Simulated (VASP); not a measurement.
# W (I4/mmm) in VASP: a series of runs, part 2 of 2

VASP 6.6.1.

## 4. Single point, PBE (strain -0.080 along x and y, +0.040 along z)

The input, INCAR:

```
SYSTEM = W
ALGO = Fast
EDIFF = 1E-6
ENCUT = 520
GGA = PE
ISIF = 2
ISMEAR = 0
LASPH = .True.
LCHARG = .False.
LREAL = .False.
LWAVE = .False.
NBANDS = 13
NELM = 60
PREC = Accurate
SIGMA = 0.15
```

The input, KPOINTS:

```
k-points
0
Gamma
  20 20 20
  0 0 0
```

The input, POSCAR:

```
W
1.0
   -1.4695160000      1.4695160000      1.6611920000
    1.4695160000     -1.4695160000      1.6611920000
    1.4695160000      1.4695160000     -1.6611920000
W
1
Direct
    0.0000000000      0.0000000000      0.0000000000
```

Potentials or basis: VASP PAW PBE potentials, release 64 (W_sv).

The run is started by

```console
cat potpaw_PBE.64/W_sv/POTCAR > POTCAR
mpirun -np 1 vasp_std > vasp.out
```

OUTCAR:

```text
SYSTEM = W
   EDIFF = 1E-6
   ENCUT = 520
   GGA = PE
   ISIF = 2
   ISMEAR = 0
   LASPH = .True.
   LREAL = .False.
   NELM = 60
   PREC = Accurate

 ion  position               nearest neighbor table
   1  0.000  0.000  0.000-

  LATTYP: Found a body centered tetragonal cell.
 ALAT       =     2.9390320000
 C/A-ratio  =     1.1304347826

  Lattice vectors:

 A1 = (  -1.4695160000,   1.4695160000,   1.6611920000)
 A2 = (   1.4695160000,  -1.4695160000,   1.6611920000)
 A3 = (   1.4695160000,   1.4695160000,  -1.6611920000)

Analysis of symmetry for initial positions (statically):
=====================================================================
 Subroutine PRICEL returns:
 Original cell was already a primitive cell.

 Routine SETGRP: Setting up the symmetry group for a
 body centered tetragonal supercell.

 Subroutine GETGRP returns: Found 16 space group operations
 (whereof 16 operations were pure point group operations)
 out of a pool of 16 trial point group operations.

The static configuration has the point symmetry D_4h.

Analysis of symmetry for dynamics (positions and initial velocities):
[... 163 lines left out ...]
 Fermi energy:        12.9539094138

 k-point     1 :       0.0000    0.0000    0.0000
  band No.  band energies     occupation
      1     -61.1122      2.00000
      2     -24.5053      2.00000
      3     -24.4949      2.00000
      4     -24.4949      2.00000
      5       2.7700      2.00000
      6      11.1566      2.00000
      7      11.1566      2.00000
      8      12.8341      1.74136
      9      14.1086      0.00000
     10      16.3587      0.00000
     11      26.2932      0.00000
     12      28.6913      0.00000
     13      28.6913      0.00000
[... 354 lines left out ...]
  band No.  band energies     occupation
      1     -60.9625      2.00000
      2     -25.8471      2.00000
      3     -24.8570      2.00000
      4     -24.5398      2.00000
      5       6.0638      2.00000
      6      10.1002      2.00000
      7      11.1486      2.00000
      8      13.9857      0.00000
      9      16.3371      0.00000
     10      16.7877      0.00000
     11      26.3006      0.00000
     12      28.7835      0.00000
     13      35.6889      0.00000

 [... further k-points ...]
[... 5 lines left out ...]
  --------------------------------------------------------------------------------------
  -------------------------------------------------------------------------------------
  Total        5.5447544      5.5447544      2.0741191      0.0000000      0.0000000      0.0000000
  in kB      619.1051729    619.1051729    231.5878687      0.0000000      0.0000000      0.0000000
  external PRESSURE =     489.9327382 kB  Pullay stress =       0.0000000 kB

 VOLUME and BASIS-vectors are now :
 -----------------------------------------------------------------------------
  energy-cutoff  :      520.00
  volume of cell :       14.35
      direct lattice vectors                 reciprocal lattice vectors
    -1.469516000  1.469516000  1.661192000     0.000000000  0.340248082  0.300988688
     1.469516000 -1.469516000  1.661192000     0.340248082  0.000000000  0.300988688
     1.469516000  1.469516000 -1.661192000     0.340248082  0.340248082  0.000000000

 POSITION                                       TOTAL-FORCE (eV/Angst)
 -----------------------------------------------------------------------------------
      0.00000      0.00000      0.00000        -0.000000      0.000000      0.000000
 -----------------------------------------------------------------------------------
    total drift:                                0.000000     -0.000000      0.000000

  FREE ENERGIE OF THE ION-ELECTRON SYSTEM (eV)
  ---------------------------------------------------
  free  energy   TOTEN  =       -12.5578837353 eV

  energy  without entropy=      -12.5517032731  energy(sigma->0) =      -12.55479350
```

OSZICAR:

```text
N       E                     dE             d eps       ncg     rms          rms(c)
DAV:   1     0.839415933718E+02    0.83942E+02   -0.74860E+03 16754   0.124E+03
DAV:   2    -0.115273679770E+02   -0.95469E+02   -0.91680E+02 18486   0.318E+02
DAV:   3    -0.130868178098E+02   -0.15594E+01   -0.15546E+01 18531   0.393E+01
DAV:   4    -0.130923675959E+02   -0.55498E-02   -0.55497E-02 18681   0.258E+00
DAV:   5    -0.130924067426E+02   -0.39147E-04   -0.39148E-04 18621   0.205E-01    0.250E+01
RMM:   6    -0.126837813006E+02    0.40863E+00   -0.28393E-01 17944   0.516E+00    0.113E+01
RMM:   7    -0.125608520368E+02    0.12293E+00   -0.23717E-01 18178   0.476E+00    0.573E-01
RMM:   8    -0.125578994081E+02    0.29526E-02   -0.10159E-02 21042   0.117E+00    0.213E-01
RMM:   9    -0.125578810761E+02    0.18332E-04   -0.14727E-03 20342   0.485E-01    0.489E-02
RMM:  10    -0.125578944268E+02   -0.13351E-04   -0.20011E-04 21945   0.176E-01    0.326E-02
RMM:  11    -0.125578825159E+02    0.11911E-04   -0.60415E-05 21023   0.926E-02    0.947E-03
RMM:  12    -0.125578837197E+02   -0.12038E-05   -0.11066E-05 19361   0.406E-02    0.277E-03
RMM:  13    -0.125578837353E+02   -0.15566E-07   -0.14985E-06 14378   0.148E-02
   1 F= -.12557884E+02 E0= -.12554794E+02  d E =-.618046E-02
```

Wall time 1.8 min (1 thread of Intel Xeon Platinum 8375C at 2.90GHz (Ice Lake), shared host); peak memory 0.22 GiB.

Results:

| Property | Result |
| --- | --- |
| Free energy | -12.5579 eV |
| Pressure | 49.0 GPa |
| Band gap on the k mesh | zero (band 7 reaches 18.53 eV, above the bottom of band 8 at 11.75 eV) |

Caveat: the cell differs from its parent crystal (strain -0.080 along x and y, +0.040 along z); spin-orbit coupling is left out, which moves the levels of the heavy elements.

## 5. Single point, PBE (strain +0.000 along x and y, -0.080 along z)

The input, INCAR:

```
SYSTEM = W
PREC = Accurate ; ENCUT = 520
EDIFF = 1E-6 ; ISMEAR = 0
SIGMA = 0.15 ; LREAL = .FALSE.
LASPH = .TRUE. ; NELM = 100
ALGO = Normal ; ISIF = 2
LWAVE = .FALSE. ; LCHARG = .TRUE.
GGA = PE ; LELF = .TRUE.
LVHAR = .TRUE. ; NBANDS = 13
```

The input, KPOINTS:

```
Automatic mesh
0
G
  20 20 20
  0 0 0
```

The input, POSCAR:

```
W
1.0
   -1.5973000000      1.5973000000      1.4695160000
    1.5973000000     -1.5973000000      1.4695160000
    1.5973000000      1.5973000000     -1.4695160000
W
1
Direct
    0.0000000000      0.0000000000      0.0000000000
```

Potentials or basis: VASP PAW PBE potentials, release 64 (W_sv).

The run is started by

```console
cat potpaw_PBE.64/W_sv/POTCAR > POTCAR
mpirun -np 1 vasp_std > vasp.out
```

OUTCAR:

```text
SYSTEM = W
   PREC = Accurate
   ENCUT = 520
   EDIFF = 1E-6
   ISMEAR = 0
   LREAL = .FALSE.
   LASPH = .TRUE.
   NELM = 100
   ISIF = 2
   GGA = PE

 ion  position               nearest neighbor table
   1  0.000  0.000  0.000-

  LATTYP: Found a body centered tetragonal cell.
 ALAT       =     3.1946000000
 C/A-ratio  =     0.9200000000

  Lattice vectors:

 A1 = (  -1.5973000000,   1.5973000000,   1.4695160000)
 A2 = (   1.5973000000,  -1.5973000000,   1.4695160000)
 A3 = (   1.5973000000,   1.5973000000,  -1.4695160000)

Analysis of symmetry for initial positions (statically):
=====================================================================
 Subroutine PRICEL returns:
 Original cell was already a primitive cell.

 Routine SETGRP: Setting up the symmetry group for a
 body centered tetragonal supercell.

 Subroutine GETGRP returns: Found 16 space group operations
 (whereof 16 operations were pure point group operations)
 out of a pool of 16 trial point group operations.

The static configuration has the point symmetry D_4h.

[... 158 lines left out ...]
 E-fermi :  12.3114     XC(G=0): -13.9553

 val. band max:       12.3015523399   @ k =  -0.2000  -0.3000   0.1500
 cond. band min:      12.3223000776   @ k =  -0.1000  -0.2000   0.1000
 fundamental gap:      0.0207477377
 Fermi energy:        12.3113854467

 k-point     1 :       0.0000    0.0000    0.0000
  band No.  band energies     occupation
      1     -61.8418      2.00000
      2     -25.3326      2.00000
      3     -25.3326      2.00000
      4     -25.2728      2.00000
      5       2.3254      2.00000
      6      10.1848      2.00000
      7      11.4378      2.00000
      8      11.4378      2.00000
      9      13.7319      0.00000
     10      15.4247      0.00000
     11      26.4165      0.00000
     12      26.4165      0.00000
     13      28.1672      0.00000
[... 354 lines left out ...]
  band No.  band energies     occupation
      1     -61.7123      2.00000
      2     -26.4438      2.00000
      3     -25.7186      2.00000
      4     -25.3645      2.00000
      5       5.7104      2.00000
      6       8.7061      2.00000
      7      10.6704      2.00000
      8      14.6927      0.00000
      9      15.0658      0.00000
     10      15.8835      0.00000
     11      25.6631      0.00000
     12      28.9452      0.00000
     13      33.3103      0.00000

 [... further k-points ...]
[... 5 lines left out ...]
  --------------------------------------------------------------------------------------
  -------------------------------------------------------------------------------------
  Total        1.6061493      1.6061493      4.6166712      0.0000000      0.0000000     -0.0000000
  in kB      171.5889043    171.5889043    493.2104087      0.0000000      0.0000000     -0.0000000
  external PRESSURE =     278.7960724 kB  Pullay stress =       0.0000000 kB

 VOLUME and BASIS-vectors are now :
 -----------------------------------------------------------------------------
  energy-cutoff  :      520.00
  volume of cell :       15.00
      direct lattice vectors                 reciprocal lattice vectors
    -1.597300000  1.597300000  1.469516000     0.000000000  0.313028235  0.340248082
     1.597300000 -1.597300000  1.469516000     0.313028235  0.000000000  0.340248082
     1.597300000  1.597300000 -1.469516000     0.313028235  0.313028235  0.000000000

 POSITION                                       TOTAL-FORCE (eV/Angst)
 -----------------------------------------------------------------------------------
      0.00000      0.00000      0.00000         0.000000      0.000000      0.000000
 -----------------------------------------------------------------------------------
    total drift:                                0.000000      0.000000      0.000000

  FREE ENERGIE OF THE ION-ELECTRON SYSTEM (eV)
  ---------------------------------------------------
  free  energy   TOTEN  =       -12.7822251258 eV

  energy  without entropy=      -12.7763217246  energy(sigma->0) =      -12.77927343
```

stdout:

```text
POSCAR found type information on POSCAR W
 POSCAR found :  1 types and       1 ions
 scaLAPACK will be used
 LDA part: xc-table for (Slater+PW92), standard interpolation
 POSCAR, INCAR and KPOINTS ok, starting setup
 FFT: planning ... GRIDC
 FFT: planning ... GRID_SOFT
 FFT: planning ... GRID
 WAVECAR not read
 entering main loop
```

Run time: 94 s. Hardware: 1 thread of Intel Xeon Platinum 8375C at 2.90GHz (Ice Lake), shared host; peak memory 0.23 GiB.

Results:

```yaml
Free_energy: -12.7822 eV
Pressure: 27.9 GPa
Band_gap_on_the_k_mesh: zero (band 7 reaches 17.75 eV, above the bottom of band 8 at 10.85 eV)
```

Stress tensor (GPa, compression positive):
```
17.16  0.00  0.00
 0.00 17.16  0.00
 0.00  0.00 49.32
```

Caveat: the cell differs from its parent crystal (strain +0.000 along x and y, -0.080 along z); spin-orbit coupling is left out, which moves the levels of the heavy elements.

## 6. The runs side by side

```csv
cell,gap on the mesh (eV),pressure (GPa)
"a = 2.882 Å, angles 106.5, 106.5, 115.7°, 1 atom",none,-26.7
"a = 2.621 Å, angles 111.8, 111.8, 104.9°, 1 atom",none,68.4
"a = 2.661 Å, angles 112.9, 112.9, 102.7°, 1 atom",none,49.0
"a = 2.695 Å, angles 107.3, 107.3, 113.9°, 1 atom",none,27.9
```

Alike in all rows: task single point; level PBE; potentials or basis VASP PAW PBE potentials, release 64 (W_sv); no spin polarisation; k mesh 20 × 20 × 20; cutoff (eV) 520; smearing gaussian 0.15 eV.

Caveats: spin-orbit coupling is left out, which moves the levels of the heavy elements.

Absolute energies hang on the potentials; compare differences alone.
